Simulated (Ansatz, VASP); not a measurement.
# One calculation of ZnS, two programs

```
Zn S
1.0
     3.81100    0.00000    0.00000
    -1.90550    3.30042    0.00000
     0.00000    0.00000    6.23400
Zn S
2 2
Direct
  0.66667 0.33333 0.50000
  0.33333 0.66667 0.00000
  0.66667 0.33333 0.88500
  0.33333 0.66667 0.38500
```

Alike in both runs: task single point; functional PBE-based screened hybrid; k mesh 4 × 4 × 3; occupations fermi-dirac, width 0.05 eV; no spin polarisation.

|  | VASP | Ansatz |
| --- | --- | --- |
| version | VASP 6.6.1 | Ansatz 0.2.0 |
| potentials or method | VASP PAW PBE potentials, release 64 (Zn, S) | Ansatz PAW |
| plane-wave cutoff (eV) | 520 | 420 |
| valence electrons in the cell | 36 | 36 |

|  | VASP | Ansatz | Ansatz less VASP |
| --- | --- | --- | --- |
| gap on the k mesh at the Fermi level (eV) | 2.49 | 2.49 | -0.002 |
| least direct gap on the mesh (eV) | 2.49 | 2.49 | -0.002 |
| pressure (GPa) | 2.5 | 2.4 | -0.12 |
| traceless stress, the component that is largest in VASP (GPa) | -1.65 | -1.64 | +0.016 |
| rms of the force components (eV/Å) | 0.194 | 0.193 | -0.0017 |

VASP's potentials were made for PBE, not for PBE-based screened hybrid. Atom by atom the forces differ by 0.002 eV/Å (rms over components).

The k mesh is coarse, so the values compare programs but aren't converged. Noted on Ansatz's run: odd divisions of the mesh miss points on the zone boundary, where band edges often lie, so the gap on the mesh can be too wide.
